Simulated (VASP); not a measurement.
Write the native input for VASP 6.6.1 that does the following.

| Property | Result |
| --- | --- |
| Task | single point |
| Functional | PBEsol |
| Potentials or basis | VASP PAW PBE potentials, release 64 (Ti_sv, Si) |
| Cutoff | 520 eV |
| k mesh | 10 × 4 × 10 |
| Occupations | gaussian, width 0.1 eV |
| Spin | no spin polarisation |
| Dipole correction | no |
| Further INCAR settings | ALGO = Normal; EDIFF = 1e-07; NBANDS = 52 |

The structure of TiSi2 lies in POSCAR:

```
TiSi2
1.0
    3.4467085895      0.0000000000      0.0000000000
    0.0000000000     13.0812830392      0.0000000000
    0.0000000000      0.0000000000      3.5982825595
Ti Si
4 8
Direct
    0.5000000000      0.6024827428      0.7500000000
    0.0000000000      0.8975172572      0.2500000000
    0.0000000000      0.1024827428      0.7500000000
    0.5000000000      0.3975172572      0.2500000000
    0.5000000000      0.9400136829      0.7500000000
    0.0000000000      0.5599863171      0.2500000000
    0.0000000000      0.7502801977      0.7500000000
    0.5000000000      0.7497198023      0.2500000000
    0.0000000000      0.4400136829      0.7500000000
    0.5000000000      0.0599863171      0.2500000000
    0.5000000000      0.2502801977      0.7500000000
    0.0000000000      0.2497198023      0.2500000000
```

This cell differs from its parent crystal: biaxial strain in the a-b plane: -2.0 %.

The input as run:

INCAR

```
PREC = Accurate
ENCUT = 520
EDIFF = 1E-7
ISMEAR = 0
SIGMA = 0.1
LREAL = F
LASPH = T
NELM = 80
ALGO = Normal
ISIF = 2
LWAVE = F
LCHARG = F
GGA = PS
NBANDS = 52
```

KPOINTS

```
regular mesh
0
Gamma
  10 4 10
```

Potentials or basis: VASP PAW PBE potentials, release 64 (Ti_sv, Si).

Command:

```console
$ cat potpaw_PBE.64/Ti_sv/POTCAR potpaw_PBE.64/Si/POTCAR > POTCAR
$ mpirun -np 1 vasp_std > vasp.out
```

Results of the run:

```
Pressure               : 4.1 GPa
Largest force          : 0.184 eV/Å
Band gap on the k mesh : zero (bands 40 and 41 overlap by 1.14 eV)
```

Caveat: the cell differs from its parent crystal (biaxial strain in the a-b plane: -2.0 %); the cell stands under pressure; the PAW data sets were made with another functional, which shifts forces and pressure a little.

It took 7.8 min on 1 thread of Intel(R) Xeon(R) 6975P-C (Granite Rapids) (shared host), peak memory 0.7 GiB.
